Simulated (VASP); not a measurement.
# Li4FeN2 (P1) in VASP: single point with PBE

Aim: the single point of Li4FeN2 with PBE.

Everything below comes from runs of VASP 6.6.1. Logs are shortened: lines on timing, memory, paths and dates and some standing lists are left out, and cuts for length are marked.

## (1) The cell of the first run

The typed cell holds 7 atoms: a = 5.464 Å, b = 5.464 Å, c = 5.464 Å, α = 141.46°, β = 109.26°, γ = 83.57°.

## (2) Single point, PBE, collinear spin, ferromagnetic start (atoms moved at random)

Input file INCAR:

```
ALGO = Normal ; EDIFF = 1E-6
ENCUT = 750 ; GGA = PE
GGA_COMPAT = F ; ISIF = 2
ISMEAR = -1 ; ISPIN = 2
KPAR = 4 ; LASPH = T
LCHARG = F ; LMAXMIX = 4
LORBIT = 11 ; LREAL = F
LWAVE = F ; MAGMOM = 3 0 0 0 0 0 0
NBANDS = 28 ; NELM = 200
PREC = Accurate ; SIGMA = 0.05
```

Input file KPOINTS:

```
k-points
0
Gamma
  9 9 9
```

Input file POSCAR:

```
Li4FeN2
1.0
   -1.8032640000      3.1626220000      4.0741340000
    1.8032640000     -3.1626220000      4.0741340000
    1.8032640000      3.1626220000     -4.0741340000
Fe N Li
1 2 4
Direct
   -0.0025120000     -0.0109440000     -0.0069530000
    0.2211740000      0.2269310000      0.0044520000
    0.7812650000      0.7767030000     -0.0023060000
    0.9237040000      0.2412630000      0.6569380000
    0.0850460000      0.7530240000      0.3363830000
    0.4145870000      0.7562180000      0.6751870000
    0.5788110000      0.2359340000      0.3297100000
```

Potentials or basis: VASP PAW PBE potentials, release 64 (Fe, N, Li_sv).

Command:

```bash
> cat potpaw_PBE.64/Fe/POTCAR potpaw_PBE.64/N/POTCAR potpaw_PBE.64/Li_sv/POTCAR > POTCAR
> mpirun -np 4 vasp_std > vasp.out
```

OUTCAR:

```text
EDIFF = 1E-6
   ENCUT = 750
   GGA = PE
   ISIF = 2
   ISMEAR = -1
   ISPIN = 2
   LASPH = T
   LORBIT = 11
   LREAL = F
   NELM = 200
   PREC = Accurate

 ion  position               nearest neighbor table
   1  0.997  0.989  0.993-   3 1.77   2 1.83
   2  0.221  0.227  0.004-   1 1.83   5 2.09   6 2.09   4 2.10   5 2.11   6 2.11   7 2.14
   3  0.781  0.777  0.998-   1 1.77   4 2.08   7 2.10   7 2.12   5 2.12   6 2.13   4 2.13
   4  0.924  0.241  0.657-   5 2.04   3 2.08   2 2.10   7 2.11   5 2.13   3 2.13
   5  0.085  0.753  0.336-   4 2.04   2 2.09   6 2.10   2 2.11   3 2.12   4 2.13
   6  0.415  0.756  0.675-   7 2.05   2 2.09   5 2.10   2 2.11   3 2.13   7 2.15
   7  0.579  0.236  0.330-   6 2.05   3 2.10   4 2.11   3 2.12   2 2.14   6 2.15

  LATTYP: Found a body centered orthorhombic cell.
 ALAT       =     3.6065280000
 B/A-ratio  =     1.7538319403
 C/A-ratio  =     2.2593108940

  Lattice vectors:

 A1 = (  -1.8032640000,   3.1626220000,   4.0741340000)
 A2 = (   1.8032640000,  -3.1626220000,   4.0741340000)
 A3 = (   1.8032640000,   3.1626220000,  -4.0741340000)

Analysis of symmetry for initial positions (statically):
=====================================================================
 Subroutine PRICEL returns:
 Original cell was already a primitive cell.

 Routine SETGRP: Setting up the symmetry group for a
 body centered orthorhombic supercell.

 Subroutine GETGRP returns: Found  1 space group operations
 (whereof  1 operations were pure point group operations)
 out of a pool of  8 trial point group operations.

The static configuration has the point symmetry C_1 .

Analysis of symmetry for dynamics (positions and initial velocities):
=====================================================================
 Subroutine PRICEL returns:
 Original cell was already a primitive cell.

 Routine SETGRP: Setting up the symmetry group for a
 body centered orthorhombic supercell.

 Subroutine GETGRP returns: Found  1 space group operations
 (whereof  1 operations were pure point group operations)
 out of a pool of  8 trial point group operations.

The dynamic configuration has the point symmetry C_1 .

Analysis of structural, dynamic, and magnetic symmetry:
=====================================================================
 Subroutine PRICEL returns:
 Original cell was already a primitive cell.

 Routine SETGRP: Setting up the symmetry group for a
 body centered orthorhombic supercell.

 Subroutine GETGRP returns: Found  1 space group operations
 (whereof  1 operations were pure point group operations)
 out of a pool of  8 trial point group operations.

The overall configuration has the point symmetry C_1 .

 Subroutine INISYM returns: Found  1 space group operations
 (whereof  1 operations are pure point group operations),
 and found     1 'primitive' translations

----------------------------------------------------------------------------------------

                                     Primitive cell

  volume of cell :      92.9398

  direct lattice vectors                    reciprocal lattice vectors
    -1.803264000  3.162622000  4.074134000     0.000000000  0.158096668  0.122725468
     1.803264000 -3.162622000  4.074134000     0.277274986  0.000000000  0.122725468
     1.803264000  3.162622000 -4.074134000     0.277274986  0.158096668  0.000000000

  length of vectors
     5.463744761  5.463744761  5.463744761     0.200140193  0.303220972  0.319180159

  position of ions in fractional coordinates (direct lattice)
     0.997488000  0.989056000  0.993047000
     0.221174000  0.226931000  0.004452000
     0.781265000  0.776703000  0.997694000
     0.923704000  0.241263000  0.656938000
     0.085046000  0.753024000  0.336383000
     0.414587000  0.756218000  0.675187000
     0.578811000  0.235934000  0.329710000

  ion indices of the primitive-cell ions
   primitive index   ion index
                 1           1
                 2           2
                 3           3
                 4           4
                 5           5
                 6           6
[... 53 lines left out ...]
  0.444444  0.111111  0.000000      2.000000
 [... further k-points ...]
   k-points           NKPTS =    365   k-points in BZ     NKDIM =    365   number of bands    NBANDS=     28
   number of dos      NEDOS =    301   number of ions     NIONS =      7
   total plane-waves  NPLWV = 125000
   dimension x,y,z NGX =    50 NGY =   50 NGZ =   50
   dimension x,y,z NGXF=   100 NGYF=  100 NGZF=  100
   ions per type =               1   2   4
   NGX,Y,Z   is equivalent  to a cutoff of  15.21, 15.21, 15.21 a.u.
   NGXF,Y,Z  is equivalent  to a cutoff of  30.43, 30.43, 30.43 a.u.
 SYSTEM =  unknown system
   PREC   = accura    normal or accurate (medium, high low for compatibility)
   ISTART =      0    job   : 0-new  1-cont  2-samecut
   ICHARG =      2    charge: 1-file 2-atom 10-const
   ISPIN  =      2    spin polarized calculation?
   LNONCOLLINEAR =      F non collinear calculations
   LSORBIT =      F    spin-orbit coupling
   LASPH  =      T    aspherical Exc in radial PAW
   ENCUT  =  750.0 eV  55.12 Ry    7.42 a.u.  12.20 12.20 12.20*2*pi/ulx,y,z
   NELM   =    200;   NELMIN=  2; NELMDL= -5     # of ELM steps
   EDIFF  = 0.1E-05   stopping-criterion for ELM
   LREAL  =      F    real-space projection
   EDIFFG = 0.1E-04   stopping-criterion for IOM
   NSW    =      0    number of steps for IOM
   IBRION =     -1    ionic relax: 0-MD 1-quasi-New 2-CG
   NFREE  =      0    steps in history (QN), initial steepest desc. (CG)
   ISIF   =      2    stress and relaxation
   ISYM   =      2    0-nonsym 1-usesym 2-fastsym
   POTIM  = 0.5000    time-step for ionic-motion
   TEBEG  =    0.0;   TEEND  =   0.0 temperature during run
   PSTRESS=    0.0 pullay stress
   NELECT =      30.0000    total number of electrons
   NUPDOWN=      -1.0000    fix difference up-down
   EMIN   =  10.00;   EMAX   =-10.00  energy-range for DOS
   EFERMI =   0.00;   METHOD = LEGACY
   ISMEAR =    -1;   SIGMA  =   0.05  broadening in eV -4-tet -1-fermi 0-gaus
   EFERMI_NEDOS =   21; number of points for ismear=-14 and -15
   IALGO  =     38    algorithm
   IMIX   =      4    mixing-type and parameters
     AMIX     =   0.40;   BMIX     =  1.00
     AMIX_MAG =   1.60;   BMIX_MAG =  1.00
  volume/ion in A,a.u.               =      13.28        89.60
  Fermi-wavevector in a.u.,A,eV,Ry     =   1.123004  2.122170 17.158822  1.261138
  Thomas-Fermi vector in A             =   2.259667
   LORBIT       =     11    0 simple, 1 ext, 2 COOP (PROOUT), +10 PAW based schemes
   GGA     = PE    functional components
   LHFCALC =     F    Hartree Fock is set to
   AEXX    =    0.0000 exact exchange contribution
   IVDW    =     0    specifies the selected vdW correction
   LEPSILON=     F    determine dielectric tensor
   LRPA    =     F    only Hartree local field effects (RPA)
 spin polarized calculation
  energy-cutoff  :      750.00
  volume of cell :       92.94
 maximum number of plane-waves:      4359
 NGX is ok and might be reduce to    50
   NGX = 25   NGY = 25   NGZ = 25

 number of electron      29.9999997 magnetization       3.6257074

 Free energy of the ion-electron system (eV)
  ---------------------------------------------------
  ext. energy  EPLUGINS =         0.00000000
  ---------------------------------------------------
  free energy    TOTEN  =       -33.22434602 eV

  energy without entropy =      -33.17607242  energy(sigma->0) =      -33.20020922

 E-fermi :   1.2475     XC(G=0):  -8.4830

 val. band max:        1.2474419355   @ k =  -0.4444   0.4444   0.1111
 cond. band min:       1.2478466087   @ k =   0.3333   0.3333   0.2222
 fundamental gap:      0.0004046732
 Fermi energy:         1.2474858545

 spin component 1

 k-point     1 :       0.0000    0.0000    0.0000
  band No.  band energies     occupation
      1     -44.1371      1.00000
      2     -44.0244      1.00000
      3     -43.8904      1.00000
      4     -43.7785      1.00000
      5     -11.9280      1.00000
      6     -11.1654      1.00000
[... 709 lines left out ...]
     26      10.4129      0.00000
     27      10.7679      0.00000

 [... further k-points ...]

 spin component 2

 k-point     1 :       0.0000    0.0000    0.0000
  band No.  band energies     occupation
      1     -44.1213      1.00000
      2     -44.0095      1.00000
      3     -43.8763      1.00000
      4     -43.7652      1.00000
      5     -11.6499      1.00000
      6     -10.9252      1.00000
[... 709 lines left out ...]
     26      10.6140      0.00000
     27      11.0425      0.00000

 [... further k-points ...]

 [bands above 27 left out]

------------------------ aborting loop because EDIFF is reached ----------------------------------------

  FORCE on cell =-STRESS in cart. coord.  units (eV):
  Direction    XX          YY          ZZ          XY          YZ          ZX
  --------------------------------------------------------------------------------------
  -------------------------------------------------------------------------------------
  Total       -0.7731721     -0.5316610      1.5054887     -0.0053553     -0.0283151     -0.1436382
  in kB      -13.3286099     -9.1652320     25.9529174     -0.0923195     -0.4881206     -2.4761602
  external PRESSURE =       1.1530252 kB  Pullay stress =       0.0000000 kB

 VOLUME and BASIS-vectors are now :
 -----------------------------------------------------------------------------
  energy-cutoff  :      750.00
  volume of cell :       92.94
      direct lattice vectors                 reciprocal lattice vectors
    -1.803264000  3.162622000  4.074134000     0.000000000  0.158096668  0.122725468
     1.803264000 -3.162622000  4.074134000     0.277274986  0.000000000  0.122725468
     1.803264000  3.162622000 -4.074134000     0.277274986  0.158096668  0.000000000

 POSITION                                       TOTAL-FORCE (eV/Angst)
 -----------------------------------------------------------------------------------
      1.77552      3.16730      4.04764         0.050213     -0.031832      1.152615
      0.01841     -0.00413      1.80750        -0.076145      0.040163     -0.060621
      1.79088      3.16976      2.28263        -0.013372     -0.018138     -1.143913
     -0.04599      4.23595      2.06978         0.297431     -0.037317      0.090134
      1.81113     -1.04871      2.04394        -0.241317      0.108676     -0.105046
      1.83359      1.05491      2.01921        -0.270294     -0.085945      0.006855
     -0.02374      2.12714      1.97610         0.253485      0.024393      0.059976
 -----------------------------------------------------------------------------------
    total drift:                               -0.000113     -0.000159      0.000248

  FREE ENERGIE OF THE ION-ELECTRON SYSTEM (eV)
  ---------------------------------------------------
  free  energy   TOTEN  =       -33.2243460184 eV

  energy  without entropy=      -33.1760724169  energy(sigma->0) =      -33.20020922

 total charge

# of ion       s       p       d       tot
------------------------------------------
    1        0.523   0.589   6.071   7.183
    2        1.235   2.374   0.000   3.610
    3        1.239   2.394   0.000   3.632
    4        2.036   0.080   0.000   2.116
    5        2.036   0.080   0.000   2.116
    6        2.035   0.079   0.000   2.114
    7        2.034   0.077   0.000   2.112
--------------------------------------------------
tot         11.139   5.672   6.071  22.883

 magnetization (x)

# of ion       s       p       d       tot
------------------------------------------
    1        0.076   0.016   2.979   3.071
    2        0.001   0.112   0.000   0.113
    3        0.001   0.117   0.000   0.118
    4        0.003   0.005   0.000   0.008
    5        0.003   0.005   0.000   0.007
    6        0.002   0.005   0.000   0.007
    7        0.003   0.005   0.000   0.008
--------------------------------------------------
tot          0.089   0.264   2.979   3.332
```

Run time: 17 min. Hardware: 4 MPI ranks of Intel Xeon 6975P-C (Granite Rapids), shared host; peak memory 2.2 GiB.

What came out:

* Free energy: -33.2243 eV
* Pressure: 0.1 GPa
* Largest force: 1.154 eV/Å
* Net moment: 3.63 μB per cell
* Site moments: Fe +3.07; N +0.11, +0.12; Li +0.01 μB
* Valence electrons inside the program's atomic spheres: Fe 7.18; N 3.61, 3.63; Li 2.12, 2.11 (each value once)

Forces in eV/Å, atoms in the order of the input:
```
Fe   0.050 -0.032  1.153
N   -0.076  0.040 -0.061
N   -0.013 -0.018 -1.144
Li   0.297 -0.037  0.090
Li  -0.241  0.109 -0.105
Li  -0.270 -0.086  0.007
Li   0.253  0.024  0.060
```

Levels at points of the mesh, in eV from the Fermi level:
Spin up:
| k point | band 13 | band 14 | band 15 | band 16 | band 17 | band 18 | band 19 | band 20 | band 21 | band 22 |
| --- | --- | --- | --- | --- | --- | --- | --- | --- | --- | --- |
| (0.00, 0.00, 0.00) | -1.57 | -1.57 | -1.22 | -0.50 | -0.32 | 2.04 | 2.40 | 6.86 | 6.91 | 7.23 |
Spin down:
```tsv
k point	band 10	band 11	band 12	band 13	band 14	band 15	band 16	band 17
(0.00, 0.00, 0.00)	-1.44	-1.30	-1.17	-0.89	0.00	0.33	1.84	1.85
```

Caveat: the cell differs from its parent crystal (atoms moved at random); a cell with one magnetic atom can't hold antiferromagnetic order, which such compounds often take; forces of over 1 eV/Å act on the atoms, so gaps and moduli don't describe the material at rest.
